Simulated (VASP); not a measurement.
Write the native input for VASP 6.6.1 that does the following.

* Task: single point
* Functional: PBE
* Potentials or basis: VASP PAW PBE potentials, release 64 (Sn_d)
* Cutoff: 520 eV
* k mesh: 6 × 6 × 6
* Occupations: fermi-dirac, width 0.02 eV
* Spin: no spin polarisation
* Dipole correction: no
* Further INCAR settings: ALGO = Normal; EDIFF = 1e-07; NBANDS = 21

The structure of Sn lies in POSCAR:

```
Sn
1.0
   -0.0766373948      3.2078223843      3.2078223843
    3.2078223843     -0.0766373948      3.2078223843
    3.2078223843      3.2078223843     -0.0766373948
Sn
2
Direct
   -0.0021608171     -0.0021608171     -0.0021608171
    0.2521608171      0.2521608171      0.2521608171
```

This cell differs from its parent crystal: strain along [111] -3.5%.

The input as run:

INCAR

```
ALGO = Normal ; EDIFF = 1E-7
ENCUT = 520 ; GGA = PE
ISIF = 2 ; ISMEAR = -1
LASPH = T ; LCHARG = F
LREAL = F ; LWAVE = F
NBANDS = 21 ; NELM = 100
PREC = Accurate ; SIGMA = 0.02
```

KPOINTS

```
k-points
0
Gamma
  6 6 6
```

Potentials or basis: VASP PAW PBE potentials, release 64 (Sn_d).

Command:

```sh
$ cat potpaw_PBE.64/Sn_d/POTCAR > POTCAR
$ mpirun -np 1 vasp_std > vasp.out
```

Results of the run:

- Pressure: 3.2 GPa
- Largest force: 0.028 eV/Å
- Band gap on the k mesh: zero (band 14 reaches 5.63 eV, above the bottom of band 15 at 5.32 eV)

Caveat: the cell differs from its parent crystal (strain along [111] -3.5%); spin-orbit coupling is left out, which moves the levels of the heavy elements.

Run time: 37 s on 1 thread of Intel(R) Xeon(R) Platinum 8259CL CPU @ 2.50GHz (Skylake/Cascade Lake), on a shared host, peak memory 0.21 GiB.
